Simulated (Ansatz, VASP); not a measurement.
**Yb in VASP and in Ansatz**

```xyz
1
Lattice="-2.0725 2.0725 2.0725 2.0725 -2.0725 2.0725 2.0725 2.0725 -2.0725" Properties=species:S:1:pos:R:3 pbc="T T T"
Yb    0.0000    0.0000    0.0000
```

Alike in both runs: task single point; functional PBEsol; k mesh 13 × 13 × 13; occupations fermi-dirac, width 0.1 eV; no spin polarisation.

```csv
,VASP,Ansatz
version,VASP 6.6.1,Ansatz 0.2.0
potentials or method,"VASP PAW PBE potentials, release 64 (Yb), cutoff 520 eV","plane waves (420 eV) with PAW, scalar-relativistic"
valence electrons in the cell,24,24
```

```csv
,VASP,Ansatz,Ansatz less VASP
pressure (GPa),-2.7,-2.1,+0.58
```

VASP's potentials were made for PBE, not for PBEsol, and Ansatz warns of the same on its side.

Spin-orbit coupling is off throughout.
